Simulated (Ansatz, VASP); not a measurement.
## NaCl in VASP and in Ansatz

The input POSCAR:

```
NaCl
1.0
    0.0000000000      2.8157664600      2.8157664600
    2.8157664600      0.0000000000      2.8157664600
    2.8157664600      2.8157664600      0.0000000000
Na Cl
1 1
Direct
    0.0000000000      0.0000000000      0.0000000000
    0.5000000000      0.5000000000      0.5000000000
```

The input INCAR.step1:

```
SYSTEM = NaCl
ALGO = Normal ; EDIFF = 1E-4
ENCUT = 520 ; GGA = PE
ISMEAR = -1 ; LASPH = .TRUE.
LCHARG = .FALSE. ; LREAL = .FALSE.
LWAVE = .TRUE. ; NBANDS = 14
NELM = 100 ; PREC = Accurate
SIGMA = 0.0102
```

INCAR.step2

```
SYSTEM = NaCl
ALGO = Normal ; EDIFF = 1E-6
ENCUT = 520 ; ISIF = 2
ISMEAR = -1 ; ISTART = 1
LASPH = .TRUE. ; LCHARG = .FALSE.
LMIXTAU = .TRUE. ; LREAL = .FALSE.
LWAVE = .FALSE. ; METAGGA = R2SCAN
NBANDS = 14 ; NELM = 100
PREC = Accurate ; SIGMA = 0.0102
```

Contents of KPOINTS:

```
k-points
0
G
  8 8 8
  0 0 0
```

Input for Ansatz:

```yaml
crystal:
  lattice:
    - [0.0, 2.81576646, 2.81576646]
    - [2.81576646, 0.0, 2.81576646]
    - [2.81576646, 2.81576646, 0.0]
  atoms:
    - { symbol: Na, position: [0.0, 0.0, 0.0] }
    - { symbol: Cl, position: [0.5, 0.5, 0.5] }
  symmetry: { tolerance: 0.0003 }
kpoints:
  mp_grid: { grid: [8, 8, 8], shift: [0, 0, 0] }
  band_path:
    path:
      - [0.0, 0.0, 0.0]
      - [0.5, 0.0, 0.5]
      - [0.625, 0.25, 0.625]
      - [0.375, 0.375, 0.75]
      - [0.0, 0.0, 0.0]
      - [0.5, 0.5, 0.5]
      - [0.5, 0.25, 0.75]
      - [0.5, 0.0, 0.5]
    npoints: 8
magnetization:
  spin_polarized: false
scf:
  occupations: { method: fermi_dirac, width: 0.0102 }
  lower_state_search: "off"
  max_iter: 200
hamiltonian:
  pseudopotentials: { kind: paw }
  xc: r2scan
basis:
  ecutwfc: 500
  fft_grid_basis: typed
output:
  forces: true
  stress: true
  eigenvalues: true
  bader: true
  populations: true
  elf: true
  write_potential: true
  volumetric_format: npy
  dos:
    e_range: [-12, 8]
    de: 0.05
    projected: { site_lists: { Cl: [Cl], Na: [Na] } }
checkpoint:
  read: saved_state
```

Alike in both runs: task single point; functional r2SCAN; k mesh 8 × 8 × 8; occupations fermi-dirac, width 0.0102 eV; no spin polarisation.

|  | VASP | Ansatz |
| --- | --- | --- |
| version | VASP 6.6.1 | Ansatz 0.2.0 |
| potentials or method | VASP PAW PBE potentials, release 64 (Na_pv, Cl), cutoff 520 eV | PAW plane waves |
| valence electrons in the cell | 14 | 16 |

VASP gave:

| Item | Value |
| --- | --- |
| gap on the k mesh at the Fermi level (eV) | 5.94 |
| pressure (GPa) | -0.6 |

Question: Estimate Ansatz's values.

Answer: gap on the k mesh at the Fermi level (eV): 5.92; pressure (GPa): -0.3.

VASP's potentials were made for PBE, not for r2SCAN. VASP's potentials hold 14 valence electrons a cell and Ansatz's 16, so a difference there can come from the potentials and not from the codes.
